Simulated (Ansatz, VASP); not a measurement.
# Ru in VASP and in Ansatz

```
Ru
1.0
     2.84670    0.00000    0.00000
    -1.42335    2.46531    0.00000
     0.00000    0.00000    3.95290
Ru
2
Direct
  0.33333 0.66667 0.25000
  0.66667 0.33333 0.75000
```

Alike in both runs: task single point; functional PBE; k mesh 18 × 18 × 10; occupations gaussian, width 0.15 eV; no spin polarisation.

```csv
,VASP,Ansatz
version,VASP 6.6.1,Ansatz 0.2.0
potentials or method,"VASP PAW PBE potentials, release 64 (Ru_pv), cutoff 520 eV","scalar-relativistic, plane waves, PAW"
valence electrons in the cell,28,32
```

Ansatz gave:

```
gap on the k mesh at the Fermi level (eV)                     : none
pressure (GPa)                                                : 4.8
traceless stress, the component that is largest in VASP (GPa) : 31.57
```

Which values does VASP return?

gap on the k mesh at the Fermi level (eV): none; pressure (GPa): 4.7; traceless stress, the component that is largest in VASP (GPa): 31.54.

A gap of «none» marks a metal or a gap that the smearing closes. VASP's potentials hold 28 valence electrons a cell and Ansatz's 32, so a difference there can come from the potentials and not from the codes.
